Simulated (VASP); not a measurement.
Set up this calculation in VASP 6.6.1, as the native input.

* Task: relaxation of cell and atoms
* Functional: PBE
* Potentials or basis: VASP PAW PBE potentials, release 64 (Sc_sv, Ta_pv, O)
* Cutoff: 600 eV
* k mesh: 6 × 6 × 2
* Occupations: gaussian, width 0.1 eV
* Spin: no spin polarisation
* Dipole correction: no
* Further INCAR settings: ALGO = Normal; EDIFF = 1e-07; IBRION = 2; EDIFFG = -0.04; NSW = 90; ISIF = 3

The structure of Sc2Ta3O lies in POSCAR:

```
Sc2Ta3O
1.0
    3.3845731000      0.0000000000      0.0000000000
    0.0000000000      3.3845731000      0.0000000000
    0.0000000000      0.0000000000      7.5185236900
Sc Ta O
2 3 1
Direct
    0.5000000000      0.0000000000      0.7398749000
    0.0000000000      0.5000000000      0.2601251000
    0.5000000000      0.0000000000      0.3835413500
    0.0000000000      0.5000000000      0.6164586500
    0.0000000000      0.0000000000      0.0000000000
    0.5000000000      0.5000000000      0.0000000000
```

The cell was built from a structure type or drawn by symmetry, and may not be a known phase.

The input as run:

INCAR

```
PREC = Accurate
ENCUT = 600
EDIFF = 1E-7
ISMEAR = 0
SIGMA = 0.1
LREAL = F
LASPH = T
NELM = 100
ALGO = Normal
ISIF = 3
LWAVE = F
LCHARG = F
GGA = PE
IBRION = 2
NSW = 90
EDIFFG = -0.04
```

KPOINTS

```
regular mesh
0
Gamma
  6 6 2
```

Potentials or basis: VASP PAW PBE potentials, release 64 (Sc_sv, Ta_pv, O).

Run with:

```bash
$ cat potpaw_PBE.64/Sc_sv/POTCAR potpaw_PBE.64/Ta_pv/POTCAR potpaw_PBE.64/O/POTCAR > POTCAR
$ mpirun -np 1 vasp_std > vasp.out
```

Results of the run:

```
Relaxed volume                        : 17.80 Å³/atom
Relaxed cell                          : a = 3.024 Å, b = 3.024 Å, c = 11.680 Å, α = 90.00°, β = 90.00°, γ = 90.00°
Space group after relaxing (to 0.1 Å) : P-4m2 (No. 115)
Energy gained by relaxing             : 937.9 meV/atom
Ionic steps                           : 29
Pressure after relaxing               : 0.0 GPa
Largest force after relaxing          : 0.018 eV/Å
Band gap on the k mesh                : zero (an odd number of electrons rules out a gap without spin polarisation)
```

Caveat: the k points lie up to 0.35 Å⁻¹ apart in the final cell, too coarse for converged energies and pressures of a metal; the volume moved by over 15 % at a fixed basis, so the end points are rough; spin-orbit coupling is left out, which moves the levels of the heavy elements; an odd number of electrons without spin polarisation forces a metal; a magnetic or distorted state may lie lower.

Run time: 20 min on 1 thread of Intel(R) Xeon(R) Platinum 8488C (Sapphire Rapids), on a shared host, peak memory 0.27 GiB.
